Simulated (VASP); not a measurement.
Write the native input for VASP 6.6.1 that does the following.

```
Task                   : single point
Functional             : LDA
Potentials or basis    : VASP PAW LDA potentials, release 64 (Nb_sv, Te)
Cutoff                 : 520 eV
k mesh                 : 12 × 12 × 12
Occupations            : fermi-dirac, width 0.1 eV
Spin                   : no spin polarisation
Dipole correction      : no
Further INCAR settings : ALGO = Normal; EDIFF = 1e-06; NBANDS = 16
```

The structure of NbTe (zincblende type) lies in POSCAR:

```
NbTe
1.0
    0.0000000000      2.5688345684      2.5688345684
    2.5688345684      0.0000000000      2.5688345684
    2.5688345684      2.5688345684      0.0000000000
Nb Te
1 1
Direct
    0.0000000000      0.0000000000      0.0000000000
    0.2500000000      0.2500000000      0.2500000000
```

This cell differs from its parent crystal: volume scaled by 0.58.

One way to write it, as run:

INCAR

```
SYSTEM = NbTe
ALGO = Normal
EDIFF = 1E-6
ENCUT = 520
GGA = CA
ISIF = 2
ISMEAR = -1
LASPH = .True.
LCHARG = .True.
LELF = .True.
LREAL = .False.
LVHAR = .True.
LWAVE = .False.
NBANDS = 16
NELM = 80
PREC = Accurate
SIGMA = 0.1
```

KPOINTS

```
k-points
0
Gamma
  12 12 12
  0 0 0
```

Potentials or basis: VASP PAW LDA potentials, release 64 (Nb_sv, Te).

Run with:

```bash
$ cat potpaw_LDA.64/Nb_sv/POTCAR potpaw_LDA.64/Te/POTCAR > POTCAR
$ mpirun -np 1 vasp_std > vasp.out
```

Results of the run:

| Item | Value |
| --- | --- |
| Pressure | 136.7 GPa |

Wall time 28 s on 1 thread of Intel(R) Xeon(R) Platinum 8488C (Sapphire Rapids) (shared host), peak memory 0.17 GiB.
